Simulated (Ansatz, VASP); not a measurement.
**Au in VASP and in Ansatz**

```xyz
2
Lattice="2.8608 0.0000 0.0000 -1.4304 2.4775 0.0000 0.0000 0.0000 4.8140" Properties=species:S:1:pos:R:3 pbc="T T T"
Au    0.0000    1.6517    3.6105
Au    1.4304    0.8258    1.2035
```

Change from the starting cell: volume scaled by 0.96, PAW files.

Alike in both runs: task electric field gradients; functional PBEsol; k mesh 14 × 14 × 8; occupations fermi-dirac, width 0.03 eV; no spin polarisation.

```csv
,VASP,Ansatz
version,VASP 6.6.1,Ansatz 0.2.0
potentials or method,"VASP PAW PBE potentials, release 64 (Au_sv_GW)","PAW with Ansatz's default frozen-core files, scalar-relativistic"
plane-wave cutoff (eV),400,420
valence electrons in the cell,38,38
```

|  | VASP | Ansatz | Ansatz less VASP |
| --- | --- | --- | --- |
| size of Vzz on the site where it differs most (V/Å²) | 21.1 | 15.6 | -5.47 |

VASP's potentials were made for PBE, not for PBEsol.

Neither program's run includes spin-orbit coupling.
